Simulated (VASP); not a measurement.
A run of VASP 6.6.1:

The input INCAR:

```
PREC = Accurate ; ENCUT = 520
EDIFF = 1E-6 ; ISMEAR = -1
SIGMA = 0.05 ; LREAL = False
LASPH = True ; NELM = 60
ALGO = Normal ; ISIF = 2
LWAVE = False ; LCHARG = False
GGA = PE ; NBANDS = 16
```

The input KPOINTS:

```
Automatic mesh
0
Gamma
  14 14 14
```

The input POSCAR:

```
CdS
1.0
    3.3405821888      0.0000000000      0.0000000000
    0.0000000000      3.3405821888      0.0000000000
    0.0000000000      0.0000000000      3.3405821888
Cd S
1 1
Direct
    0.0000000000      0.0000000000      0.0000000000
    0.5000000000      0.5000000000      0.5000000000
```

Potentials or basis: VASP PAW PBE potentials, release 64 (Cd, S).

Command:

```sh
$ cat potpaw_PBE.64/Cd/POTCAR potpaw_PBE.64/S/POTCAR > POTCAR
$ mpirun -np 1 vasp_std > vasp.out
```

Hardware: 1 thread of Intel(R) Xeon(R) Platinum 8488C (Sapphire Rapids), with other jobs on the host.

Estimate the wall time of this run.

Run time: 34 s on 1 thread of Intel(R) Xeon(R) Platinum 8488C (Sapphire Rapids), on a shared host, peak memory 0.21 GiB. Counts: scf iterations 12, k points 120.
